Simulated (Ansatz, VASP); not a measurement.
**Two plane-wave programs on AgCl**

Contents of INCAR:

```
ALGO = Normal
EDIFF = 1E-6
ENCUT = 520
GGA = PS
ISIF = 2
ISMEAR = 0
LASPH = True
LCHARG = True
LELF = True
LREAL = False
LVHAR = True
LWAVE = False
NBANDS = 26
NELM = 100
PREC = Accurate
SIGMA = 0.01
```

The input KPOINTS:

```
k-points
0
Gamma
  8 6 6
```

POSCAR

```
AgCl
1.0
    3.5300000000      0.0000000000      0.0000000000
    0.0000000000      4.0110000000      0.0000000000
   -0.9725508841      0.0000000000      5.1520087129
Ag Cl
2 2
Direct
    0.1570000000      0.2500000000      0.2100000000
    0.8430000000      0.7500000000      0.7900000000
    0.3080000000      0.2500000000      0.7050000000
    0.6920000000      0.7500000000      0.2950000000
```

Input for Ansatz:

```yaml
crystal:
  lattice:
    a: 3.53
    b: 4.011
    c: 5.243
    alpha: 90.0
    beta: 100.69
    gamma: 90.0
  atoms:
    - { symbol: Ag, position: [0.157, 0.25, 0.21] }
    - { symbol: Ag, position: [0.843, 0.75, 0.79] }
    - { symbol: Cl, position: [0.308, 0.25, 0.705] }
    - { symbol: Cl, position: [0.692, 0.75, 0.295] }
basis:
  ecutwfc: 517.016338673772
kpoints:
  mp_grid:
    grid: [8, 6, 6]
hamiltonian:
  xc: pbesol
  pseudopotentials:
    kind: paw
scf:
  occupations:
    method: fixed
output:
  stress: true
```

Alike in both runs: task single point; functional PBEsol; k mesh 8 × 6 × 6; no spin polarisation.

```csv
,VASP,Ansatz
version,VASP 6.6.1,Ansatz 0.2.0
potentials or method,"VASP PAW PBE potentials, release 64 (Ag, Cl), cutoff 520 eV","plane waves, PAW"
occupations,"gaussian, width 0.01 eV",fixed
valence electrons in the cell,36,52
```

```tsv
	VASP	Ansatz	Ansatz less VASP
pressure (GPa)	4.6	4.7	+0.11
traceless stress, the component that is largest in VASP (GPa)	-0.94	-0.94	+0.002
```

VASP's potentials were made for PBE, not for PBEsol. VASP's potentials hold 36 valence electrons a cell and Ansatz's 52, so a difference there can come from the potentials and not from the codes.
